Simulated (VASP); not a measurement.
**KF: single point with PBE**

Crystal: KF.

```xyz
4
Lattice="2.7916 2.7916 0.0000 -2.7916 2.7916 0.0000 0.0000 0.0000 5.3231" Properties=species:S:1:pos:R:3 pbc="T T T"
K     0.0000    0.0000    0.0000
K     0.0000    2.7916    2.6615
F     0.0000    2.7916    0.0000
F     0.0000    0.0000    2.6615
```

This cell differs from its parent crystal: biaxial strain in the a-b plane: +3.0 %.

| Property | Result |
| --- | --- |
| Program | VASP 6.6.1 |
| Task | single point |
| Functional | PBE |
| Potentials or basis | VASP PAW PBE potentials, release 64 (K_sv, F) |
| Cutoff | 520 eV |
| k mesh | 6 × 6 × 4 |
| Occupations | gaussian, width 0.02 eV |
| Spin | no spin polarisation |
| Dipole correction | no |
| Further INCAR settings | ALGO = Normal; EDIFF = 1e-06; NBANDS = 24 |

```
Pressure               : -0.9 GPa
Band gap on the k mesh : 5.70 eV
```

Stress tensor (GPa, compression positive):
```
-1.57  0.00  0.00
 0.00 -1.57  0.00
 0.00  0.00  0.36
```

Levels at points of the mesh, in eV from the valence-band top:
| k point | band 12 | band 13 | band 14 | band 15 | band 16 | band 17 | band 18 | band 19 | band 20 | band 21 |
| --- | --- | --- | --- | --- | --- | --- | --- | --- | --- | --- |
| (0.00, 0.00, 0.00) | -0.13 | -0.13 | -0.05 | -0.05 | 0.00 | 5.70 | 7.97 | 9.86 | 10.33 | 10.33 |
| (0.50, 0.00, 0.00) | -0.56 | -0.29 | -0.29 | -0.12 | -0.12 | 8.53 | 8.53 | 9.62 | 9.62 | 11.31 |
| (0.50, 0.50, 0.00) | -0.31 | -0.12 | -0.12 | -0.06 | -0.06 | 8.15 | 8.15 | 9.79 | 9.79 | 10.97 |
| (0.00, 0.00, 0.50) | -0.50 | -0.12 | -0.12 | -0.12 | -0.12 | 7.42 | 7.42 | 8.97 | 8.97 | 11.72 |
| (0.50, 0.00, 0.50) | -0.74 | -0.33 | -0.33 | -0.32 | -0.32 | 8.67 | 8.67 | 9.95 | 9.95 | 11.50 |
| (0.50, 0.50, 0.50) | -0.42 | -0.25 | -0.25 | -0.25 | -0.25 | 9.47 | 9.47 | 9.47 | 9.47 | 10.62 |

Wall time 57 s on 1 thread of Intel(R) Xeon(R) Platinum 8259CL CPU @ 2.50GHz (Skylake/Cascade Lake), with other jobs on the host, peak memory 0.2 GiB.

Caveat: the cell differs from its parent crystal (biaxial strain in the a-b plane: +3.0 %). A k mesh can miss the band edges.
